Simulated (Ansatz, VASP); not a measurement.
MgS in VASP and in Ansatz

```
Mg S
1.0
     3.48307    0.00000    0.00000
     0.00000    3.48307    0.00000
     0.00000    0.00000   31.36000
Mg S
2 2
Direct
  0.00000 0.00000 0.21911
  0.00000 0.00000 0.35487
  0.50000 0.50000 0.21943
  0.50000 0.50000 0.35455
```

Alike in both runs: functional PBE; dispersion D3(BJ); k mesh 8 × 8 × 1; occupations gaussian, width 0.02 eV; no spin polarisation.

Ansatz relaxed the structure, and its values are those at the end. VASP's run is a single point on that final structure, the one shown.

```csv
,VASP,Ansatz
version,VASP 6.6.1,Ansatz 0.2.0
potentials or method,"VASP PAW PBE potentials, release 64 (Mg, S), cutoff 520 eV","scalar-relativistic, plane waves, PAW"
valence electrons in the cell,16,32
```

```csv
,VASP,Ansatz,Ansatz less VASP
gap on the k mesh at the Fermi level (eV),2.14,2.15,+0.010
least direct gap on the mesh (eV),2.14,2.15,+0.010
rms of the force components (eV/Å),0.004,0.004,+0.0001
```

VASP's potentials hold 16 valence electrons a cell and Ansatz's 32, so a difference there can come from the potentials and not from the codes.
